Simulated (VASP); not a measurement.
# C (R-3m) in VASP: further runs

C is run at these levels: PBEsol; tasks: single point.

All numbers are computed with VASP 6.6.1; they aren't measurements. Logs are shortened: lines on timing, memory, paths and dates and some standing lists are left out, and cuts for length are marked.

## (1) The cell of the first run

It takes space group R-3m (No. 166, trigonal). Conventional cell: a = 2.452 Å, b = 2.452 Å, c = 19.931 Å, α = 90.00°, β = 90.00°, γ = 120.00°. Within 1.9 Å of C (site symmetry 3m) lie 3 C at 1.42 Å. Within 1.9 Å of C (site symmetry 3m) lie 3 C at 1.42 Å.

## (2) Single point, PBEsol

Input file INCAR:

```
ALGO     = Normal         # electronic algorithm
EDIFF    = 1E-7           # SCF threshold, eV
ENCUT    = 520            # plane-wave cutoff, eV
GGA      = PS             # functional
ISIF     = 2              # what is computed and relaxed
ISMEAR   = 0              # smearing method
LASPH    = True           # aspherical terms in the spheres
LCHARG   = False          # write CHGCAR
LREAL    = False          # projectors in reciprocal space
LWAVE    = False          # write WAVECAR
NBANDS   = 16             # bands
NELM     = 100            # most SCF steps
PREC     = Accurate       # precision mode
SIGMA    = 0.01           # smearing width, eV
```

Input file KPOINTS:

```
k-points
0
Gamma
  18 18 18
```

Input file POSCAR:

```
C
1.0
    1.2261687461      0.7079288556      6.6436225212
   -1.2261687461      0.7079288556      6.6436225212
    0.0000000000     -1.4158577113      6.6436225212
C
4
Direct
    0.9192994334      0.9192994334      0.9192994334
    0.2525993952      0.2525993952      0.2525993952
    0.7474006048      0.7474006048      0.7474006048
    0.0807005666      0.0807005666      0.0807005666
```

Potentials or basis: VASP PAW PBE potentials, release 64 (C).

On the command line:

```
cat potpaw_PBE.64/C/POTCAR > POTCAR
mpirun -np 1 vasp_std > vasp.out
```

OUTCAR:

```text
EDIFF = 1E-7
   ENCUT = 520
   GGA = PS
   ISIF = 2
   ISMEAR = 0
   LASPH = True
   LREAL = False
   NELM = 100
   PREC = Accurate

 ion  position               nearest neighbor table
   1  0.919  0.919  0.919-   2 1.42   2 1.42   2 1.42
   2  0.253  0.253  0.253-   1 1.42   1 1.42   1 1.42
   3  0.747  0.747  0.747-   4 1.42   4 1.42   4 1.42
   4  0.081  0.081  0.081-   3 1.42   3 1.42   3 1.42

  LATTYP: Found a trigonal (rhomboedric) cell.
 ALAT       =     6.7928177705
 COS(alpha) =     0.9348325763

  Lattice vectors:

 A1 = (   1.2261687461,   0.7079288556,   6.6436225212)
 A2 = (  -1.2261687461,   0.7079288556,   6.6436225212)
 A3 = (   0.0000000000,  -1.4158577113,   6.6436225212)

Analysis of symmetry for initial positions (statically):
=====================================================================
 Subroutine PRICEL returns:
 Original cell was already a primitive cell.

 Routine SETGRP: Setting up the symmetry group for a
 trigonal (rhombohedral) supercell.

 Subroutine GETGRP returns: Found 12 space group operations
 (whereof 12 operations were pure point group operations)
 out of a pool of 12 trial point group operations.

The static configuration has the point symmetry D_3d.

Analysis of symmetry for dynamics (positions and initial velocities):
=====================================================================
 Subroutine PRICEL returns:
 Original cell was already a primitive cell.

 Routine SETGRP: Setting up the symmetry group for a
 trigonal (rhombohedral) supercell.

 Subroutine GETGRP returns: Found 12 space group operations
 (whereof 12 operations were pure point group operations)
 out of a pool of 12 trial point group operations.

The dynamic configuration has the point symmetry D_3d.

 Subroutine INISYM returns: Found 12 space group operations
 (whereof 12 operations are pure point group operations),
 and found     1 'primitive' translations

----------------------------------------------------------------------------------------

                                     Primitive cell

  volume of cell :      34.6016

  direct lattice vectors                    reciprocal lattice vectors
     1.226168746  0.707928856  6.643622521     0.407774217  0.235428554  0.050173431
    -1.226168746  0.707928856  6.643622521    -0.407774217  0.235428554  0.050173431
     0.000000000 -1.415857711  6.643622521     0.000000000 -0.470857108  0.050173431

  length of vectors
     6.792817770  6.792817770  6.792817770     0.473522744  0.473522744  0.473522744

  position of ions in fractional coordinates (direct lattice)
     0.919299433  0.919299433  0.919299433
     0.252599395  0.252599395  0.252599395
     0.747400605  0.747400605  0.747400605
     0.080700567  0.080700567  0.080700567

  ion indices of the primitive-cell ions
   primitive index   ion index
                 1           1
                 2           2
                 3           3
                 4           4

----------------------------------------------------------------------------------------

 KPOINTS: k-points

Automatic generation of k-mesh.
 Grid dimensions read from file:
 generate k-points for:   18   18   18

 Generating k-lattice:

  Cartesian coordinates                     Fractional coordinates (reciprocal lattice)
     0.022654123  0.013079364  0.002787413     0.055555556  0.000000000 -0.000000000
    -0.022654123  0.013079364  0.002787413     0.000000000  0.055555556 -0.000000000
     0.000000000 -0.026158728  0.002787413     0.000000000  0.000000000  0.055555556

  Length of vectors
     0.026306819  0.026306819  0.026306819

  Shift w.r.t. Gamma in fractional coordinates (k-lattice)
     0.000000000  0.000000000  0.000000000

 Subroutine IBZKPT returns following result:
 ===========================================

 Found    580 irreducible k-points:

 Following reciprocal coordinates:
            Coordinates               Weight
  0.000000  0.000000  0.000000      1.000000
  0.055556 -0.000000  0.000000      6.000000
  0.111111 -0.000000  0.000000      6.000000
  0.166667  0.000000  0.000000      6.000000
  0.222222  0.000000  0.000000      6.000000
  0.277778 -0.000000  0.000000      6.000000
[... 16 lines left out ...]
 -0.277778  0.055556  0.000000     12.000000
 -0.222222  0.055556 -0.000000     12.000000
 [... further k-points ...]
   k-points           NKPTS =    580   k-points in BZ     NKDIM =    580   number of bands    NBANDS=     16
   number of dos      NEDOS =    301   number of ions     NIONS =      4
   total plane-waves  NPLWV = 157464
   dimension x,y,z NGX =    54 NGY =   54 NGZ =   54
   dimension x,y,z NGXF=   108 NGYF=  108 NGZF=  108
   ions per type =               4
   NGX,Y,Z   is equivalent  to a cutoff of  13.22, 13.22, 13.22 a.u.
   NGXF,Y,Z  is equivalent  to a cutoff of  26.43, 26.43, 26.43 a.u.
 SYSTEM =  unknown system
   PREC   = accura    normal or accurate (medium, high low for compatibility)
   ISTART =      0    job   : 0-new  1-cont  2-samecut
   ICHARG =      2    charge: 1-file 2-atom 10-const
   ISPIN  =      1    spin polarized calculation?
   LNONCOLLINEAR =      F non collinear calculations
   LSORBIT =      F    spin-orbit coupling
   LASPH  =      T    aspherical Exc in radial PAW
   ENCUT  =  520.0 eV  38.22 Ry    6.18 a.u.  12.63 12.63 12.63*2*pi/ulx,y,z
   NELM   =    100;   NELMIN=  2; NELMDL= -5     # of ELM steps
   EDIFF  = 0.1E-06   stopping-criterion for ELM
   LREAL  =      F    real-space projection
   EDIFFG = 0.1E-05   stopping-criterion for IOM
   NSW    =      0    number of steps for IOM
   IBRION =     -1    ionic relax: 0-MD 1-quasi-New 2-CG
   NFREE  =      0    steps in history (QN), initial steepest desc. (CG)
   ISIF   =      2    stress and relaxation
   ISYM   =      2    0-nonsym 1-usesym 2-fastsym
   POTIM  = 0.5000    time-step for ionic-motion
   TEBEG  =    0.0;   TEEND  =   0.0 temperature during run
   PSTRESS=    0.0 pullay stress
   NELECT =      16.0000    total number of electrons
   NUPDOWN=      -1.0000    fix difference up-down
   EMIN   =  10.00;   EMAX   =-10.00  energy-range for DOS
   EFERMI =   0.00;   METHOD = LEGACY
   ISMEAR =     0;   SIGMA  =   0.01  broadening in eV -4-tet -1-fermi 0-gaus
   EFERMI_NEDOS =   21; number of points for ismear=-14 and -15
   IALGO  =     38    algorithm
   IMIX   =      4    mixing-type and parameters
     AMIX     =   0.40;   BMIX     =  1.00
     AMIX_MAG =   1.60;   BMIX_MAG =  1.00
  volume/ion in A,a.u.               =       8.65        58.38
  Fermi-wavevector in a.u.,A,eV,Ry     =   1.265949  2.392296 21.805055  1.602626
  Thomas-Fermi vector in A             =   2.399175
   LORBIT       =      0    0 simple, 1 ext, 2 COOP (PROOUT), +10 PAW based schemes
   GGA     = PS    functional components
   LHFCALC =     F    Hartree Fock is set to
   AEXX    =    0.0000 exact exchange contribution
   IVDW    =     0    specifies the selected vdW correction
   LEPSILON=     F    determine dielectric tensor
   LRPA    =     F    only Hartree local field effects (RPA)
 non-spin polarized calculation
 Gauss-broadening in eV      SIGMA  =   0.01
  energy-cutoff  :      520.00
  volume of cell :       34.60
 maximum number of plane-waves:       954
 NGX is ok and might be reduce to    54
   NGX = 25   NGY = 25   NGZ = 25

 number of electron      16.0000000 magnetization

 Free energy of the ion-electron system (eV)
  ---------------------------------------------------
  ext. energy  EPLUGINS =         0.00000000
  ---------------------------------------------------
  free energy    TOTEN  =       -38.54008063 eV

  energy without entropy =      -38.54008063  energy(sigma->0) =      -38.54008063

 E-fermi :   4.7368     XC(G=0): -10.6364

 val. band max:        4.6248210862   @ k =  -0.3333   0.3333   0.0000
 cond. band min:       4.9310542644   @ k =  -0.3333   0.3333   0.0000
 fundamental gap:      0.3062331782
 Fermi energy:         4.7367526275

 k-point     1 :       0.0000    0.0000    0.0000
  band No.  band energies     occupation
      1     -14.9687      2.00000
      2     -14.6267      2.00000
      3      -3.9517      2.00000
      4      -1.8093      2.00000
      5       1.8273      2.00000
      6       1.8273      2.00000
[... 8 lines left out ...]
     15      16.4335      0.00000
     16      16.4640      0.00000

 k-point     2 :       0.0556   -0.0000    0.0000
  band No.  band energies     occupation
      1     -14.8940      2.00000
      2     -14.5540      2.00000
      3      -3.8593      2.00000
      4      -1.7265      2.00000
      5       1.5214      2.00000
      6       1.5347      2.00000
[... 8 lines left out ...]
     15      16.1680      0.00000
     16      16.2127      0.00000

 k-point     3 :       0.1111   -0.0000    0.0000
  band No.  band energies     occupation
      1     -14.6702      2.00000
      2     -14.3362      2.00000
      3      -3.5831      2.00000
      4      -1.4790      2.00000
      5       0.6899      2.00000
      6       0.7193      2.00000
[... 8 lines left out ...]
     15      15.5055      0.00000
     16      15.6517      0.00000

 k-point     4 :       0.1667    0.0000    0.0000
  band No.  band energies     occupation
      1     -14.2983      2.00000
      2     -13.9743      2.00000
      3      -3.1259      2.00000
      4      -1.0704      2.00000
      5      -0.5038      2.00000
      6      -0.4549      2.00000
[... 8 lines left out ...]
     15      15.8174      0.00000
     16      15.9231      0.00000
[... 324 lines left out ...]
 k-point    22 :      -0.3333    0.0556   -0.0000
  band No.  band energies     occupation
      1     -11.8224      2.00000
      2     -11.5529      2.00000
      3      -5.5844      2.00000
      4      -5.4619      2.00000
      5      -1.4221      2.00000
      6      -1.3981      2.00000
[... 8 lines left out ...]
     15      19.4421      0.00000
     16      21.1310      0.00000

 k-point    23 :      -0.2778    0.0556    0.0000
  band No.  band energies     occupation
      1     -12.6861      2.00000
      2     -12.3964      2.00000
      3      -4.1172      2.00000
      4      -4.0194      2.00000
      5      -1.1929      2.00000
      6      -1.0006      2.00000
[... 8 lines left out ...]
     15      19.2172      0.00000
     16      19.6639      0.00000

 k-point    24 :      -0.2222    0.0556   -0.0000
  band No.  band energies     occupation
      1     -13.4155      2.00000
      2     -13.1085      2.00000
      3      -2.6398      2.00000
      4      -2.5668      2.00000
      5      -2.0628      2.00000
      6      -0.4664      2.00000
[... 8 lines left out ...]
     15      17.8414      0.00000
     16      17.9685      0.00000

 [... further k-points ...]

------------------------ aborting loop because EDIFF is reached ----------------------------------------

  FORCE on cell =-STRESS in cart. coord.  units (eV):
  Direction    XX          YY          ZZ          XY          YZ          ZX
  --------------------------------------------------------------------------------------
  -------------------------------------------------------------------------------------
  Total        0.8902503      0.8902503      0.6236932     -0.0000000     -0.0000000      0.0000000
  in kB       41.2217702     41.2217702     28.8792234     -0.0000000     -0.0000000      0.0000000
  external PRESSURE =      37.1075879 kB  Pullay stress =       0.0000000 kB

 VOLUME and BASIS-vectors are now :
 -----------------------------------------------------------------------------
  energy-cutoff  :      520.00
  volume of cell :       34.60
      direct lattice vectors                 reciprocal lattice vectors
     1.226168746  0.707928856  6.643622521     0.407774217  0.235428554  0.050173431
    -1.226168746  0.707928856  6.643622521    -0.407774217  0.235428554  0.050173431
     0.000000000 -1.415857711  6.643622521     0.000000000 -0.470857108  0.050173431

 POSITION                                       TOTAL-FORCE (eV/Angst)
 -----------------------------------------------------------------------------------
      0.00000     -0.00000     18.32244         0.000000      0.000000     -0.000344
      0.00000     -0.00000      5.03453         0.000000      0.000000     -0.001324
      0.00000     -0.00000     14.89634         0.000000     -0.000000      0.001324
      0.00000     -0.00000      1.60843         0.000000     -0.000000      0.000344
 -----------------------------------------------------------------------------------
    total drift:                                0.000000      0.000000      0.000000

  FREE ENERGIE OF THE ION-ELECTRON SYSTEM (eV)
  ---------------------------------------------------
  free  energy   TOTEN  =       -38.5400806310 eV

  energy  without entropy=      -38.5400806310  energy(sigma->0) =      -38.54008063
```

Wall time 25 min (1 thread of AMD EPYC 9R45 (Zen 5), shared host); peak memory 0.5 GiB.

What came out:

```yaml
Free_energy: -38.5401 eV
Pressure: 3.7 GPa
```

Caveat: the cell stands under pressure; this functional lacks dispersion, which binds the layers, so the pressure and a relaxed spacing across them are unreliable; the PAW data sets were made with another functional, which shifts forces and pressure a little.

## (3) Single point, PBEsol

This run uses another cell than the first one, of 10.08 Å³/atom.

Input file INCAR:

```
SYSTEM = C
ALGO = Normal
EDIFF = 1E-6
ENCUT = 520
GGA = PS
ISIF = 2
ISMEAR = 0
LASPH = .TRUE.
LCHARG = .TRUE.
LELF = .TRUE.
LREAL = .FALSE.
LVHAR = .TRUE.
LWAVE = .FALSE.
NBANDS = 16
NELM = 100
PREC = Accurate
SIGMA = 0.01
```

Input file KPOINTS:

```
k-points
0
G
  18 18 18
  0 0 0
```

Input file POSCAR:

```
C
1.0
    1.2293969766      0.7097926754      7.7007249886
   -1.2293969766      0.7097926754      7.7007249886
    0.0000000000     -1.4195853508      7.7007249886
C
4
Direct
    0.9209657597      0.9209657597      0.9209657597
    0.2542912230      0.2542912230      0.2542912230
    0.7457087770      0.7457087770      0.7457087770
    0.0790342403      0.0790342403      0.0790342403
```

Potentials or basis: VASP PAW PBE potentials, release 64 (C).

On the command line:

```
cat potpaw_PBE.64/C/POTCAR > POTCAR
mpirun -np 1 vasp_std > vasp.out
```

Wall time 65 min (1 thread of AMD EPYC 7R43 (Zen 3), shared host); peak memory 0.6 GiB.

Results (log left out):

```yaml
Free_energy: -38.5747 eV
Pressure: 0.6 GPa
```

Stress tensor (GPa, compression positive):
```
 0.95  0.00  0.00
 0.00  0.95  0.00
 0.00  0.00 -0.12
```

Caveat: this functional lacks dispersion, which binds the layers, so the pressure and a relaxed spacing across them are unreliable; the PAW data sets were made with another functional, which shifts forces and pressure a little.
